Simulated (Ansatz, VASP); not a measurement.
**Yb in VASP and in Ansatz**

```
Yb
1.0
     0.00000    2.61516    2.61516
     2.61516    0.00000    2.61516
     2.61516    2.61516    0.00000
Yb
1
Direct
  0.00000 0.00000 0.00000
```

Alike in both runs: task single point; functional PBE; k mesh 10 × 10 × 10; occupations methfessel-paxton of order 1, width 0.3 eV; no spin polarisation.

|  | VASP | Ansatz |
| --- | --- | --- |
| version | VASP 6.6.1 | Ansatz 0.2.0 |
| potentials or method | VASP PAW PBE potentials, release 64 (Yb), cutoff 520 eV | plane waves (420 eV) with PAW, scalar-relativistic |
| valence electrons in the cell | 24 | 24 |

```csv
,VASP,Ansatz,Ansatz less VASP
pressure (GPa),-1.2,-0.4,+0.80
```

Neither program's run includes spin-orbit coupling.
